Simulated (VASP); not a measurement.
Here is a VASP 6.6.1 calculation.

INCAR

```
SYSTEM = SnP4
ALGO = Normal
EDIFF = 1E-7
ENCUT = 520
GGA = PE
ISIF = 2
ISMEAR = 0
LASPH = .TRUE.
LCHARG = .FALSE.
LREAL = .FALSE.
LWAVE = .FALSE.
NBANDS = 25
NELM = 100
PREC = Accurate
SIGMA = 0.1
```

Contents of KPOINTS:

```
k-points
0
G
  4 4 4
  0 0 0
```

File POSCAR:

```
SnP4
1.0
    4.7994470300      0.0000000000      0.0000000000
    0.0000000000      4.7994470300      0.0000000000
    0.0000000000      0.0000000000      4.7994470300
Sn P
1 4
Direct
    0.5000000000      0.5000000000      0.5000000000
    0.2054283800      0.2054283800      0.2054283800
    0.7945716200      0.7945716200      0.2054283800
    0.7945716200      0.2054283800      0.7945716200
    0.2054283800      0.7945716200      0.7945716200
```

Potentials or basis: VASP PAW PBE potentials, release 64 (Sn_d, P).

Launch:

```console
$ cat potpaw_PBE.64/Sn_d/POTCAR potpaw_PBE.64/P/POTCAR > POTCAR
$ mpirun -np 1 vasp_std > vasp.out
```

Problem. What does it give for the pressure?

Solution. -0.9 GPa.

Problem. Predict the band gap on the k mesh.

Solution. Zero (bands 17 and 18 overlap by 1.32 eV).

Problem. What does it give for the largest force?

Solution. 2.117 eV/Å.

Forces on the atoms (eV/Å):
```
Sn   0.000  0.000  0.000
P   -1.222 -1.222 -1.222
P    1.222  1.222 -1.222
P    1.222 -1.222  1.222
P   -1.222  1.222  1.222
```

Caveat: spin-orbit coupling is left out, which moves the levels of the heavy elements; forces of over 1 eV/Å act on the atoms, so gaps and moduli don't describe the material at rest.
